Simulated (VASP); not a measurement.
## W: single point with PBEsol

The system is W.

```
CELL_PARAMETERS angstrom
0.00000 1.98856 1.98856
1.98856 0.00000 1.98856
1.98856 1.98856 0.00000
ATOMIC_POSITIONS crystal
W 0.00000 0.00000 0.00000
```

This cell differs from its parent crystal: volume scaled by 0.94.

* Program: VASP 6.6.1
* Task: single point
* Functional: PBEsol
* Potentials or basis: VASP PAW PBE potentials, release 64 (W_sv)
* Cutoff: 520 eV
* k mesh: 11 × 11 × 11
* Occupations: fermi-dirac, width 0.05 eV
* Spin: no spin polarisation

```
Pressure               : 6.2 GPa
Band gap on the k mesh : zero (band 7 reaches 13.82 eV, above the bottom of band 8 at 10.29 eV)
```

Levels at points of the mesh, in eV from the Fermi level:
```csv
k point,band 5,band 6,band 7,band 8,band 9,band 10
"(0.00, 0.00, 0.00)",-9.19,-0.58,-0.58,-0.58,2.73,2.73
```

It took 6.4 s on 1 thread of Intel(R) Xeon(R) Platinum 8488C (Sapphire Rapids) (shared host), peak memory 0.13 GiB.

Caveat: the PAW data sets were made with another functional, which shifts forces and pressure a little; spin-orbit coupling is left out, which moves the levels of the heavy elements.
